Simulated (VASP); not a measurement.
# Sb (P4/mmm) in VASP: notebook

Sb is run at these levels: r2SCAN; tasks: single point.

Everything below comes from runs of VASP 6.6.1. Logs are shortened: lines on timing, memory, paths and dates and some standing lists are left out, and cuts for length are marked.

## 1. The cell of the first run

Symmetry: P4/mmm, No. 123, tetragonal system. The conventional cell has a = 3.160 Å, b = 3.160 Å, c = 3.097 Å, α = 90.00°, β = 90.00°, γ = 90.00°. Sb (site symmetry 4/mmm) has 6 Sb at 3.10 to 3.16 Å within 4.1 Å.

## 2. Single point, r2SCAN (strain -0.0200 x Voigt [1, 0, 0, 0, 0, 0])

Input file POSCAR:

```
Sb
1.0
    3.0968000000      0.0000000000      0.0000000000
    0.0000000000      3.1600000000      0.0000000000
    0.0000000000      0.0000000000      3.1600000000
Sb
1
Direct
    0.0000000000      0.0000000000      0.0000000000
```

Input file INCAR.step1:

```
PREC = Accurate ; ENCUT = 520
ISMEAR = 0 ; SIGMA = 0.15
LREAL = F ; LASPH = T
NELM = 60 ; NBANDS = 8
GGA = PE ; ALGO = Normal
EDIFF = 1E-4 ; LWAVE = T
LCHARG = F
```

Input file INCAR.step2:

```
PREC = Accurate ; ENCUT = 520
EDIFF = 1E-6 ; ISMEAR = 0
SIGMA = 0.15 ; LREAL = F
LASPH = T ; NELM = 60
ALGO = Normal ; ISIF = 2
LWAVE = F ; LCHARG = F
METAGGA = R2SCAN ; LMIXTAU = T
NBANDS = 8 ; ISTART = 1
```

Input file KPOINTS:

```
Automatic mesh
0
Gamma
  16 16 16
```

Potentials or basis: VASP PAW PBE potentials, release 64 (Sb).

Started as:

```
> cat potpaw_PBE.64/Sb/POTCAR > POTCAR
> cp INCAR.step1 INCAR
> mpirun -np 1 vasp_std > vasp.out
> cp INCAR.step2 INCAR
> mpirun -np 1 vasp_std > vasp.out
```

OUTCAR:

```text
PREC = Accurate
   ENCUT = 520
   EDIFF = 1E-6
   ISMEAR = 0
   LREAL = F
   LASPH = T
   NELM = 60
   ISIF = 2
   METAGGA = R2SCAN
   ISTART = 1

 ion  position               nearest neighbor table
   1  0.000  0.000  0.000-

  LATTYP: Found a simple tetragonal cell.
 ALAT       =     3.1600000000
 C/A-ratio  =     0.9800000000

  Lattice vectors:

 A1 = (   0.0000000000,   3.1600000000,   0.0000000000)
 A2 = (   0.0000000000,   0.0000000000,   3.1600000000)
 A3 = (   3.0968000000,   0.0000000000,   0.0000000000)

Analysis of symmetry for initial positions (statically):
=====================================================================
 Subroutine PRICEL returns:
 Original cell was already a primitive cell.

 Routine SETGRP: Setting up the symmetry group for a
 simple tetragonal supercell.

 Subroutine GETGRP returns: Found 16 space group operations
 (whereof 16 operations were pure point group operations)
 out of a pool of 16 trial point group operations.

The static configuration has the point symmetry D_4h.

Analysis of symmetry for dynamics (positions and initial velocities):
=====================================================================
 Subroutine PRICEL returns:
 Original cell was already a primitive cell.

 Routine SETGRP: Setting up the symmetry group for a
 simple tetragonal supercell.

 Subroutine GETGRP returns: Found 16 space group operations
 (whereof 16 operations were pure point group operations)
 out of a pool of 16 trial point group operations.

The dynamic configuration has the point symmetry D_4h.

 Subroutine INISYM returns: Found 16 space group operations
 (whereof 16 operations are pure point group operations),
 and found     1 'primitive' translations

----------------------------------------------------------------------------------------

                                     Primitive cell

  volume of cell :      30.9234

  direct lattice vectors                    reciprocal lattice vectors
     3.096800000  0.000000000  0.000000000     0.322913976  0.000000000  0.000000000
     0.000000000  3.160000000  0.000000000     0.000000000  0.316455696  0.000000000
     0.000000000  0.000000000  3.160000000     0.000000000  0.000000000  0.316455696

  length of vectors
     3.096800000  3.160000000  3.160000000     0.322913976  0.316455696  0.316455696

  position of ions in fractional coordinates (direct lattice)
     0.000000000  0.000000000  0.000000000

  ion indices of the primitive-cell ions
   primitive index   ion index
                 1           1

----------------------------------------------------------------------------------------

 KPOINTS: Automatic mesh

Automatic generation of k-mesh.
 Grid dimensions read from file:
 generate k-points for:   16   16   16

 Generating k-lattice:

  Cartesian coordinates                     Fractional coordinates (reciprocal lattice)
     0.020182123  0.000000000  0.000000000     0.062500000  0.000000000  0.000000000
     0.000000000  0.019778481  0.000000000     0.000000000  0.062500000  0.000000000
     0.000000000  0.000000000  0.019778481     0.000000000  0.000000000  0.062500000

  Length of vectors
     0.020182123  0.019778481  0.019778481

  Shift w.r.t. Gamma in fractional coordinates (k-lattice)
     0.000000000  0.000000000  0.000000000

 Subroutine IBZKPT returns following result:
 ===========================================

 Found    405 irreducible k-points:

 Following reciprocal coordinates:
            Coordinates               Weight
  0.000000  0.000000  0.000000      1.000000
  0.062500  0.000000  0.000000      2.000000
  0.125000  0.000000  0.000000      2.000000
  0.187500  0.000000  0.000000      2.000000
  0.250000  0.000000  0.000000      2.000000
  0.312500  0.000000  0.000000      2.000000
[... 16 lines left out ...]
  0.250000  0.125000  0.000000      8.000000
  0.312500  0.125000  0.000000      8.000000
 [... further k-points ...]
   k-points           NKPTS =    405   k-points in BZ     NKDIM =    405   number of bands    NBANDS=      8
   number of dos      NEDOS =    301   number of ions     NIONS =      1
   total plane-waves  NPLWV =  13824
   dimension x,y,z NGX =    24 NGY =   24 NGZ =   24
   dimension x,y,z NGXF=    48 NGYF=   48 NGZF=   48
   ions per type =               1
   NGX,Y,Z   is equivalent  to a cutoff of  12.88, 12.63, 12.63 a.u.
   NGXF,Y,Z  is equivalent  to a cutoff of  25.77, 25.25, 25.25 a.u.
 SYSTEM =  unknown system
   PREC   = accura    normal or accurate (medium, high low for compatibility)
   ISTART =      1    job   : 0-new  1-cont  2-samecut
   ICHARG =      0    charge: 1-file 2-atom 10-const
   ISPIN  =      1    spin polarized calculation?
   LNONCOLLINEAR =      F non collinear calculations
   LSORBIT =      F    spin-orbit coupling
   LASPH  =      T    aspherical Exc in radial PAW
   ENCUT  =  520.0 eV  38.22 Ry    6.18 a.u.   5.76  5.88  5.88*2*pi/ulx,y,z
   NELM   =     60;   NELMIN=  2; NELMDL=  0     # of ELM steps
   EDIFF  = 0.1E-05   stopping-criterion for ELM
   LREAL  =      F    real-space projection
   EDIFFG = 0.1E-04   stopping-criterion for IOM
   NSW    =      0    number of steps for IOM
   IBRION =     -1    ionic relax: 0-MD 1-quasi-New 2-CG
   NFREE  =      0    steps in history (QN), initial steepest desc. (CG)
   ISIF   =      2    stress and relaxation
   ISYM   =      2    0-nonsym 1-usesym 2-fastsym
   POTIM  = 0.5000    time-step for ionic-motion
   TEBEG  =    0.0;   TEEND  =   0.0 temperature during run
   PSTRESS=    0.0 pullay stress
   NELECT =       5.0000    total number of electrons
   NUPDOWN=      -1.0000    fix difference up-down
   EMIN   =  10.00;   EMAX   =-10.00  energy-range for DOS
   EFERMI =   0.00;   METHOD = LEGACY
   ISMEAR =     0;   SIGMA  =   0.15  broadening in eV -4-tet -1-fermi 0-gaus
   EFERMI_NEDOS =   21; number of points for ismear=-14 and -15
   IALGO  =     38    algorithm
   IMIX   =      4    mixing-type and parameters
     AMIX     =   0.40;   BMIX     =  1.00
     AMIX_MAG =   1.60;   BMIX_MAG =  1.00
  volume/ion in A,a.u.               =      30.92       208.68
  Fermi-wavevector in a.u.,A,eV,Ry     =   0.891872  1.685393 10.822552  0.795435
  Thomas-Fermi vector in A             =   2.013748
   LORBIT       =      0    0 simple, 1 ext, 2 COOP (PROOUT), +10 PAW based schemes
   METAGGA = R2SCAN    functional components
   LHFCALC =     F    Hartree Fock is set to
   AEXX    =    0.0000 exact exchange contribution
   IVDW    =     0    specifies the selected vdW correction
   LEPSILON=     F    determine dielectric tensor
   LRPA    =     F    only Hartree local field effects (RPA)
 non-spin polarized calculation
 Gauss-broadening in eV      SIGMA  =   0.15
  energy-cutoff  :      520.00
  volume of cell :       30.92
 maximum number of plane-waves:       860
 NGX is ok and might be reduce to    24
   NGX = 11   NGY = 11   NGZ = 11

 number of electron       5.0000000 magnetization

 Free energy of the ion-electron system (eV)
  ---------------------------------------------------
  ext. energy  EPLUGINS =         0.00000000
  ---------------------------------------------------
  free energy    TOTEN  =       -25.62593090 eV

  energy without entropy =      -25.62089498  energy(sigma->0) =      -25.62341294

 E-fermi :   6.6112     XC(G=0):  -9.9498

 val. band max:        6.5790854109   @ k =   0.0625   0.4375   0.2500
 cond. band min:       6.6201503198   @ k =   0.1875   0.1250   0.0625
 fundamental gap:      0.0410649090
 Fermi energy:         6.6111801783

 k-point     1 :       0.0000    0.0000    0.0000
  band No.  band energies     occupation
      1      -6.0907      2.00000
      2       9.7543      0.00000
      3       9.7543      0.00000
      4      10.3436      0.00000
      5      13.6953      0.00000
      6      13.9010      0.00000
      7      15.5665      0.00000
      8      24.6576      0.00000

 k-point     2 :       0.0625    0.0000    0.0000
  band No.  band energies     occupation
      1      -6.0303      2.00000
      2       9.5465      0.00000
      3       9.8140      0.00000
      4       9.8140      0.00000
      5      13.7433      0.00000
      6      14.3167      0.00000
      7      16.0742      0.00000
      8      24.3550      0.00000

 k-point     3 :       0.1250    0.0000    0.0000
  band No.  band energies     occupation
      1      -5.8503      2.00000
      2       8.0106      0.00000
      3       9.9899      0.00000
      4       9.9899      0.00000
      5      13.8865      0.00000
      6      14.7449      0.00000
      7      17.5522      0.00000
      8      23.2741      0.00000

 k-point     4 :       0.1875    0.0000    0.0000
  band No.  band energies     occupation
      1      -5.5546      2.00000
      2       6.3727      1.97546
      3      10.2715      0.00000
      4      10.2715      0.00000
      5      14.1224      0.00000
      6      15.0876      0.00000
      7      19.4226      0.00000
      8      22.1169      0.00000

 k-point     5 :       0.2500    0.0000    0.0000
  band No.  band energies     occupation
      1      -5.1523      2.00000
      2       4.8031      2.00000
      3      10.6388      0.00000
      4      10.6388      0.00000
      5      14.4451      0.00000
      6      15.4827      0.00000
      7      20.9921      0.00000
      8      20.9921      0.00000

 k-point     6 :       0.3125    0.0000    0.0000
  band No.  band energies     occupation
      1      -4.6639      2.00000
      2       3.3768      2.00000
      3      11.0570      0.00000
      4      11.0570      0.00000
      5      14.8414      0.00000
      6      15.9670      0.00000
      7      19.9659      0.00000
      8      19.9659      0.00000

 k-point     7 :       0.3750    0.0000    0.0000
  band No.  band energies     occupation
      1      -4.1354      2.00000
      2       2.1652      2.00000
      3      11.4689      0.00000
      4      11.4689      0.00000
      5      15.2793      0.00000
      6      16.5471      0.00000
      7      19.1113      0.00000
      8      19.1113      0.00000

 k-point     8 :       0.4375    0.0000    0.0000
  band No.  band energies     occupation
      1      -3.6732      2.00000
      2       1.2884      2.00000
      3      11.7871      0.00000
      4      11.7871      0.00000
      5      15.6769      0.00000
      6      17.1973      0.00000
      7      18.5245      0.00000
      8      18.5245      0.00000

 k-point     9 :       0.5000    0.0000    0.0000
  band No.  band energies     occupation
      1      -3.4741      2.00000
      2       0.9504      2.00000
      3      11.9099      0.00000
      4      11.9099      0.00000
      5      15.8559      0.00000
      6      17.6426      0.00000
      7      18.3116      0.00000
      8      18.3116      0.00000

 k-point    10 :       0.0000    0.0625    0.0000
  band No.  band energies     occupation
      1      -6.0344      2.00000
      2       9.0238      0.00000
      3       9.8090      0.00000
      4      10.3988      0.00000
      5      13.8609      0.00000
      6      14.3742      0.00000
      7      15.8333      0.00000
      8      24.0867      0.00000
[... 78 lines left out ...]
 k-point    18 :       0.5000    0.0625    0.0000
  band No.  band energies     occupation
      1      -3.4163      2.00000
      2       1.0027      2.00000
      3      11.2518      0.00000
      4      11.9666      0.00000
      5      16.2625      0.00000
      6      16.4743      0.00000
      7      18.3196      0.00000
      8      18.3547      0.00000

 k-point    19 :       0.0000    0.1250    0.0000
  band No.  band energies     occupation
      1      -5.8668      2.00000
      2       7.5844      0.00000
      3       9.9701      0.00000
      4      10.5609      0.00000
      5      14.0069      0.00000
      6      15.0469      0.00000
      7      16.9719      0.00000
      8      23.0348      0.00000

 k-point    20 :       0.0625    0.1250    0.0000
  band No.  band energies     occupation
      1      -5.8064      2.00000
      2       7.6395      0.00000
      3       9.7730      0.00000
      4      10.0300      0.00000
      5      14.2270      0.00000
      6      15.6536      0.00000
      7      17.0932      0.00000
      8      22.5715      0.00000

 k-point    21 :       0.1250    0.1250    0.0000
  band No.  band energies     occupation
      1      -5.6262      2.00000
      2       7.7615      0.00000
      3       8.2937      0.00000
      4      10.2064      0.00000
      5      14.4632      0.00000
      6      16.6440      0.00000
      7      17.8308      0.00000
      8      21.2881      0.00000

 k-point    22 :       0.1875    0.1250    0.0000
  band No.  band energies     occupation
      1      -5.3302      2.00000
      2       6.5685      1.31248
      3       8.1320      0.00000
      4      10.4888      0.00000
      5      14.7308      0.00000
      6      17.0183      0.00000
      7      19.1266      0.00000
      8      20.4176      0.00000

 k-point    23 :       0.2500    0.1250    0.0000
  band No.  band energies     occupation
      1      -4.9275      2.00000
      2       5.0102      2.00000
      3       8.4946      0.00000
      4      10.8571      0.00000
      5      15.0724      0.00000
      6      17.1259      0.00000
      7      18.7155      0.00000
      8      21.1524      0.00000

 k-point    24 :       0.3125    0.1250    0.0000
  band No.  band energies     occupation
      1      -4.4382      2.00000
      2       3.5861      2.00000
      3       8.9285      0.00000
      4      11.2766      0.00000
      5      15.4731      0.00000
      6      16.6996      0.00000
      7      18.4809      0.00000
      8      20.1322      0.00000

 [... further k-points ...]
[... 5 lines left out ...]
  --------------------------------------------------------------------------------------
  -------------------------------------------------------------------------------------
  Total       -0.3010535     -0.6555121     -0.6555121      0.0000000      0.0000000     -0.0000000
  in kB      -15.5979283    -33.9628390    -33.9628390      0.0000000      0.0000000     -0.0000000
  external PRESSURE =     -27.8412021 kB  Pullay stress =       0.0000000 kB

 VOLUME and BASIS-vectors are now :
 -----------------------------------------------------------------------------
  energy-cutoff  :      520.00
  volume of cell :       30.92
      direct lattice vectors                 reciprocal lattice vectors
     3.096800000  0.000000000  0.000000000     0.322913976  0.000000000  0.000000000
     0.000000000  3.160000000  0.000000000     0.000000000  0.316455696  0.000000000
     0.000000000  0.000000000  3.160000000     0.000000000  0.000000000  0.316455696

 POSITION                                       TOTAL-FORCE (eV/Angst)
 -----------------------------------------------------------------------------------
      0.00000      0.00000      0.00000         0.000000      0.000000      0.000000
 -----------------------------------------------------------------------------------
    total drift:                               -0.000000      0.000000      0.000000

  FREE ENERGIE OF THE ION-ELECTRON SYSTEM (eV)
  ---------------------------------------------------
  free  energy   TOTEN  =       -25.6259309002 eV

  energy  without entropy=      -25.6208949779  energy(sigma->0) =      -25.62341294
```

Wall time 3.7 min (1 thread of Intel Xeon Platinum 8259CL at 2.50GHz (Skylake/Cascade Lake), shared host); peak memory 0.22 GiB.

What came out:

```
Free energy            : -25.6259 eV
Pressure               : -2.8 GPa
Band gap on the k mesh : zero (an odd number of electrons rules out a gap without spin polarisation)
```

Caveat: the cell differs from its parent crystal (strain -0.0200 x Voigt [1, 0, 0, 0, 0, 0]); the PAW data sets were made with another functional, which shifts forces and pressure a little; spin-orbit coupling is left out, which moves the levels of the heavy elements.

(Continued in part 2 of 2.)

The gap in the log of VASP goes by the Fermi energy; the results here count the filled bands.